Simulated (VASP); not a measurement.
# Be3S5 (P4/mmm) in VASP: notebook

Be3S5 is run at these levels: PBE; tasks: single point.

All numbers are computed with VASP 6.6.1; they aren't measurements. Logs are shortened: lines on timing, memory, paths and dates and some standing lists are left out, and cuts for length are marked.

### Step 1. The cell of the first run

It takes space group P4/mmm (No. 123, tetragonal). Conventional cell: a = 3.052 Å, b = 3.052 Å, c = 12.922 Å, α = 90.00°, β = 90.00°, γ = 90.00°. Within 2.8 Å of Be (site symmetry 4mm) lie 5 S at 2.08 to 2.25 Å. Be (site symmetry 4/mmm) has 8 S at 2.56 Å and 4 Be at 3.05 Å within 3.4 Å. S (site symmetry 4mm) has 4 Be at 2.25 Å and 1 S at 2.37 Å within 3.0 Å. Within 3.1 Å of S (site symmetry 4/mmm) lie 6 S at 2.37 to 3.05 Å. Within 2.8 Å of S (site symmetry 4mm) lie 5 Be at 2.08 to 2.56 Å and 1 S at 2.76 Å.

### Step 2. Single point, PBE

INCAR

```
SYSTEM = Be3S5
PREC = Accurate
ENCUT = 600
EDIFF = 1E-6
ISMEAR = 0
SIGMA = 0.2
LREAL = .False.
LASPH = .True.
NELM = 120
ALGO = Normal
ISIF = 2
LWAVE = .False.
LCHARG = .True.
GGA = PE
LELF = .True.
LVHAR = .True.
NBANDS = 28
GGA_COMPAT = .False.
```

KPOINTS

```
regular mesh
0
Gamma
  5 5 2
  0 0 0
```

POSCAR

```
Be3S5
1.0
    3.0517835841      0.0000000000      0.0000000000
    0.0000000000      3.0517835841      0.0000000000
    0.0000000000      0.0000000000     12.9220719611
Be S
3 5
Direct
    0.5000000000      0.5000000000      0.2318770008
    0.5000000000      0.5000000000      0.7681229992
    0.0000000000      0.0000000000      0.5000000000
    0.0000000000      0.0000000000      0.1831574209
    0.0000000000      0.0000000000      0.8168425791
    0.0000000000      0.0000000000      0.0000000000
    0.5000000000      0.5000000000      0.3931448479
    0.5000000000      0.5000000000      0.6068551521
```

Potentials or basis: VASP PAW PBE potentials, release 64 (Be, S).

Run with:

```console
> cat potpaw_PBE.64/Be/POTCAR potpaw_PBE.64/S/POTCAR > POTCAR
> mpirun -np 1 vasp_std > vasp.out
```

OUTCAR:

```text
SYSTEM = Be3S5
   PREC = Accurate
   ENCUT = 600
   EDIFF = 1E-6
   ISMEAR = 0
   LREAL = .False.
   LASPH = .True.
   NELM = 120
   ISIF = 2
   GGA = PE

 ion  position               nearest neighbor table
   1  0.500  0.500  0.232-   7 2.08   4 2.25   4 2.25   4 2.25   4 2.25
   2  0.500  0.500  0.768-   8 2.08   5 2.25   5 2.25   5 2.25   5 2.25
   3  0.000  0.000  0.500-   7 2.56   8 2.56   7 2.56   8 2.56   7 2.56   8 2.56   7 2.56   8 2.56

   4  0.000  0.000  0.183-   1 2.25   1 2.25   1 2.25   1 2.25   6 2.37
   5  0.000  0.000  0.817-   2 2.25   2 2.25   2 2.25   2 2.25   6 2.37
   6  0.000  0.000  0.000-   4 2.37   5 2.37
   7  0.500  0.500  0.393-   1 2.08   3 2.56   3 2.56   3 2.56   3 2.56   8 2.76
   8  0.500  0.500  0.607-   2 2.08   3 2.56   3 2.56   3 2.56   3 2.56   7 2.76

  LATTYP: Found a simple tetragonal cell.
 ALAT       =     3.0517835841
 C/A-ratio  =     4.2342687825

  Lattice vectors:

 A1 = (   3.0517835841,   0.0000000000,   0.0000000000)
 A2 = (   0.0000000000,   3.0517835841,   0.0000000000)
 A3 = (   0.0000000000,   0.0000000000,  12.9220719611)

Analysis of symmetry for initial positions (statically):
=====================================================================
 Subroutine PRICEL returns:
 Original cell was already a primitive cell.

 Routine SETGRP: Setting up the symmetry group for a
 simple tetragonal supercell.

 Subroutine GETGRP returns: Found 16 space group operations
 (whereof 16 operations were pure point group operations)
 out of a pool of 16 trial point group operations.

The static configuration has the point symmetry D_4h.

Analysis of symmetry for dynamics (positions and initial velocities):
=====================================================================
 Subroutine PRICEL returns:
 Original cell was already a primitive cell.

 Routine SETGRP: Setting up the symmetry group for a
 simple tetragonal supercell.

 Subroutine GETGRP returns: Found 16 space group operations
 (whereof 16 operations were pure point group operations)
 out of a pool of 16 trial point group operations.

The dynamic configuration has the point symmetry D_4h.

 Subroutine INISYM returns: Found 16 space group operations
 (whereof 16 operations are pure point group operations),
 and found     1 'primitive' translations

----------------------------------------------------------------------------------------

                                     Primitive cell

  volume of cell :     120.3482

  direct lattice vectors                    reciprocal lattice vectors
     3.051783584  0.000000000  0.000000000     0.327677233  0.000000000  0.000000000
     0.000000000  3.051783584  0.000000000     0.000000000  0.327677233  0.000000000
     0.000000000  0.000000000 12.922071961     0.000000000  0.000000000  0.077386970

  length of vectors
     3.051783584  3.051783584 12.922071961     0.327677233  0.327677233  0.077386970

  position of ions in fractional coordinates (direct lattice)
     0.500000000  0.500000000  0.231877001
     0.500000000  0.500000000  0.768122999
     0.000000000  0.000000000  0.500000000
     0.000000000  0.000000000  0.183157421
     0.000000000  0.000000000  0.816842579
     0.000000000  0.000000000  0.000000000
     0.500000000  0.500000000  0.393144848
     0.500000000  0.500000000  0.606855152

  ion indices of the primitive-cell ions
   primitive index   ion index
                 1           1
                 2           2
                 3           3
                 4           4
                 5           5
                 6           6
                 7           7
                 8           8

----------------------------------------------------------------------------------------

 KPOINTS: regular mesh

Automatic generation of k-mesh.
 Grid dimensions read from file:
 generate k-points for:    5    5    2

 Generating k-lattice:

  Cartesian coordinates                     Fractional coordinates (reciprocal lattice)
     0.065535447  0.000000000  0.000000000     0.200000000  0.000000000  0.000000000
     0.000000000  0.065535447  0.000000000     0.000000000  0.200000000  0.000000000
     0.000000000  0.000000000  0.038693485     0.000000000  0.000000000  0.500000000

  Length of vectors
     0.065535447  0.065535447  0.038693485

  Shift w.r.t. Gamma in fractional coordinates (k-lattice)
     0.000000000  0.000000000  0.000000000

 Subroutine IBZKPT returns following result:
 ===========================================

 Found     12 irreducible k-points:

 Following reciprocal coordinates:
            Coordinates               Weight
  0.000000  0.000000  0.000000      1.000000
  0.200000  0.000000  0.000000      4.000000
  0.400000  0.000000  0.000000      4.000000
  0.200000  0.200000  0.000000      4.000000
  0.400000  0.200000  0.000000      8.000000
  0.400000  0.400000  0.000000      4.000000
  0.000000  0.000000  0.500000      1.000000
  0.200000  0.000000  0.500000      4.000000
  0.400000  0.000000  0.500000      4.000000
  0.200000  0.200000  0.500000      4.000000
  0.400000  0.200000  0.500000      8.000000
  0.400000  0.400000  0.500000      4.000000
   k-points           NKPTS =     12   k-points in BZ     NKDIM =     12   number of bands    NBANDS=     28
   number of dos      NEDOS =    301   number of ions     NIONS =      8
   total plane-waves  NPLWV =  62208
   dimension x,y,z NGX =    24 NGY =   24 NGZ =  108
   dimension x,y,z NGXF=    48 NGYF=   48 NGZF=  216
   ions per type =               3   5
   NGX,Y,Z   is equivalent  to a cutoff of  13.07, 13.07, 13.89 a.u.
   NGXF,Y,Z  is equivalent  to a cutoff of  26.15, 26.15, 27.79 a.u.
 SYSTEM =  Be3S5
   PREC   = accura    normal or accurate (medium, high low for compatibility)
   ISTART =      0    job   : 0-new  1-cont  2-samecut
   ICHARG =      2    charge: 1-file 2-atom 10-const
   ISPIN  =      1    spin polarized calculation?
   LNONCOLLINEAR =      F non collinear calculations
   LSORBIT =      F    spin-orbit coupling
   LASPH  =      T    aspherical Exc in radial PAW
   ENCUT  =  600.0 eV  44.10 Ry    6.64 a.u.   6.10  6.10 25.81*2*pi/ulx,y,z
   NELM   =    120;   NELMIN=  2; NELMDL= -5     # of ELM steps
   EDIFF  = 0.1E-05   stopping-criterion for ELM
   LREAL  =      F    real-space projection
   EDIFFG = 0.1E-04   stopping-criterion for IOM
   NSW    =      0    number of steps for IOM
   IBRION =     -1    ionic relax: 0-MD 1-quasi-New 2-CG
   NFREE  =      0    steps in history (QN), initial steepest desc. (CG)
   ISIF   =      2    stress and relaxation
   ISYM   =      2    0-nonsym 1-usesym 2-fastsym
   POTIM  = 0.5000    time-step for ionic-motion
   TEBEG  =    0.0;   TEEND  =   0.0 temperature during run
   PSTRESS=    0.0 pullay stress
   NELECT =      36.0000    total number of electrons
   NUPDOWN=      -1.0000    fix difference up-down
   EMIN   =  10.00;   EMAX   =-10.00  energy-range for DOS
   EFERMI =   0.00;   METHOD = LEGACY
   ISMEAR =     0;   SIGMA  =   0.20  broadening in eV -4-tet -1-fermi 0-gaus
   EFERMI_NEDOS =   21; number of points for ismear=-14 and -15
   IALGO  =     38    algorithm
   IMIX   =      4    mixing-type and parameters
     AMIX     =   0.40;   BMIX     =  1.00
     AMIX_MAG =   1.60;   BMIX_MAG =  1.00
  volume/ion in A,a.u.               =      15.04       101.52
  Fermi-wavevector in a.u.,A,eV,Ry     =   1.094870  2.069004 16.309845  1.198740
  Thomas-Fermi vector in A             =   2.231183
   LORBIT       =      0    0 simple, 1 ext, 2 COOP (PROOUT), +10 PAW based schemes
   GGA     = PE    functional components
   LHFCALC =     F    Hartree Fock is set to
   AEXX    =    0.0000 exact exchange contribution
   IVDW    =     0    specifies the selected vdW correction
   LEPSILON=     F    determine dielectric tensor
   LRPA    =     F    only Hartree local field effects (RPA)
 non-spin polarized calculation
 Gauss-broadening in eV      SIGMA  =   0.20
  energy-cutoff  :      600.00
  volume of cell :      120.35
 maximum number of plane-waves:      4060
   NGX = 13   NGY = 13   NGZ = 51

 number of electron      35.9999991 magnetization

 Free energy of the ion-electron system (eV)
  ---------------------------------------------------
  ext. energy  EPLUGINS =         0.00000000
  ---------------------------------------------------
  free energy    TOTEN  =       -32.19276009 eV

  energy without entropy =      -32.13660661  energy(sigma->0) =      -32.16468335

 E-fermi :   5.6329     XC(G=0): -10.0676

 val. band max:        5.5494105461   @ k =   0.4000   0.2000   0.5000
 cond. band min:       5.6434392067   @ k =   0.4000   0.0000   0.0000
 fundamental gap:      0.0940286606
 Fermi energy:         5.6328586903

 k-point     1 :       0.0000    0.0000    0.0000
  band No.  band energies     occupation
      1      -9.7175      2.00000
      2      -9.1138      2.00000
      3      -9.0415      2.00000
      4      -7.6838      2.00000
      5      -6.6126      2.00000
      6      -1.1490      2.00000
[... 20 lines left out ...]
     27      11.6377      0.00000
     28      12.1568      0.00000

 k-point     2 :       0.2000    0.0000    0.0000
  band No.  band energies     occupation
      1      -9.3344      2.00000
      2      -8.7156      2.00000
      3      -8.6860      2.00000
      4      -7.3466      2.00000
      5      -6.2855      2.00000
      6      -0.8559      2.00000
[... 20 lines left out ...]
     27      12.2929      0.00000
     28      12.9068      0.00000

 k-point     3 :       0.4000    0.0000    0.0000
  band No.  band energies     occupation
      1      -8.5137      2.00000
      2      -7.9730      2.00000
      3      -7.8269      2.00000
      4      -6.7321      2.00000
      5      -5.6398      2.00000
      6      -1.3842      2.00000
[... 244 lines left out ...]
      3      -7.2898      2.00000
      4      -6.4628      2.00000
      5      -5.2552      2.00000
      6      -0.9098      2.00000
[... 20 lines left out ...]
     27      11.3437      0.00000
     28      12.6267      0.00000

 k-point    12 :       0.4000    0.4000    0.5000
  band No.  band energies     occupation
      1      -7.4044      2.00000
      2      -6.8469      2.00000
      3      -6.4999      2.00000
      4      -5.7634      2.00000
      5      -4.5249      2.00000
      6      -0.2072      2.00000
[... 20 lines left out ...]
     27      11.0871      0.00000
     28      11.8480      0.00000

------------------------ aborting loop because EDIFF is reached ----------------------------------------

  FORCE on cell =-STRESS in cart. coord.  units (eV):
  Direction    XX          YY          ZZ          XY          YZ          ZX
  --------------------------------------------------------------------------------------
  -------------------------------------------------------------------------------------
  Total        0.0915380      0.0915380     -0.0667177      0.0000000      0.0000000      0.0000000
  in kB        1.2186317      1.2186317     -0.8882025      0.0000000      0.0000000      0.0000000
  external PRESSURE =       0.5163536 kB  Pullay stress =       0.0000000 kB

 VOLUME and BASIS-vectors are now :
 -----------------------------------------------------------------------------
  energy-cutoff  :      600.00
  volume of cell :      120.35
      direct lattice vectors                 reciprocal lattice vectors
     3.051783584  0.000000000  0.000000000     0.327677233  0.000000000  0.000000000
     0.000000000  3.051783584  0.000000000     0.000000000  0.327677233  0.000000000
     0.000000000  0.000000000 12.922071961     0.000000000  0.000000000  0.077386970

 POSITION                                       TOTAL-FORCE (eV/Angst)
 -----------------------------------------------------------------------------------
      1.52589      1.52589      2.99633        -0.000000     -0.000000      0.008251
      1.52589      1.52589      9.92574         0.000000     -0.000000     -0.008251
      0.00000      0.00000      6.46104        -0.000000     -0.000000     -0.000000
      0.00000      0.00000      2.36677        -0.000000     -0.000000     -0.022500
      0.00000      0.00000     10.55530         0.000000     -0.000000      0.022500
      0.00000      0.00000      0.00000        -0.000000     -0.000000     -0.000000
      1.52589      1.52589      5.08025        -0.000000      0.000000      0.021070
      1.52589      1.52589      7.84183        -0.000000      0.000000     -0.021070
 -----------------------------------------------------------------------------------
    total drift:                                0.000000     -0.000000     -0.000000

  FREE ENERGIE OF THE ION-ELECTRON SYSTEM (eV)
  ---------------------------------------------------
  free  energy   TOTEN  =       -32.1927600941 eV

  energy  without entropy=      -32.1366066071  energy(sigma->0) =      -32.16468335
```

Run time: 23 s. Hardware: 1 thread of Intel Xeon 6975P-C (Granite Rapids), shared host; peak memory 0.23 GiB.

Results:

- Free energy: -32.1928 eV
- Pressure: 0.1 GPa
- Largest force: 0.022 eV/Å
- Band gap on the k mesh: zero (band 18 reaches 6.75 eV, above the bottom of band 19 at 4.62 eV)

Forces in eV/Å, atoms in the order of the input:
```
Be   0.000  0.000  0.008
Be   0.000  0.000 -0.008
Be   0.000  0.000  0.000
S    0.000  0.000 -0.022
S    0.000  0.000  0.022
S    0.000  0.000  0.000
S    0.000  0.000  0.021
S    0.000  0.000 -0.021
```

Levels at points of the mesh, in eV from the Fermi level:
| k point | band 14 | band 15 | band 16 | band 17 | band 18 | band 19 | band 20 | band 21 | band 22 | band 23 |
| --- | --- | --- | --- | --- | --- | --- | --- | --- | --- | --- |
| (0.00, 0.00, 0.00) | -0.97 | -0.97 | 0.30 | 0.30 | 1.06 | 1.06 | 2.12 | 3.28 | 3.78 | 4.54 |
| (0.00, 0.00, 0.50) | -0.90 | -0.90 | 0.21 | 0.21 | 1.12 | 1.12 | 1.58 | 3.57 | 3.71 | 4.31 |

Caveat: the k points lie up to 0.41 Å⁻¹ apart.

(Part 1 of 2 ends here.)
